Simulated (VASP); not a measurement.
Crystal: LiCl.

```
Li Cl
1.0
     3.27112    0.00000    0.00000
     0.00000    3.27112    0.00000
     0.00000    0.00000    3.36697
Li Cl
1 1
Cartesian
  0.0000 0.0000 0.0000
  1.6356 1.6356 1.6835
```

This cell differs from its parent crystal: uniaxial z strain +2.9%.

Base run:

- Program: VASP 6.6.1
- Functional: r2SCAN
- Potentials or basis: VASP PAW PBE potentials, release 64 (Li_sv, Cl)
- Cutoff: 520 eV
- k mesh: 8 × 8 × 8
- Occupations: gaussian, width 0.01 eV
- Spin: no spin polarisation

Its results: band gap on the k mesh 5.16 eV (least direct gap 5.87 eV).

Question: The run is repeated on the same cell with these changes: functional from r2SCAN to HSE06; k mesh from 8 × 8 × 8 to 6 × 6 × 6. What comes out?

Answer: Band gap on the k mesh 5.48 eV (least direct gap 6.29 eV).

Several settings changed at once.

A k mesh can miss the band edges.
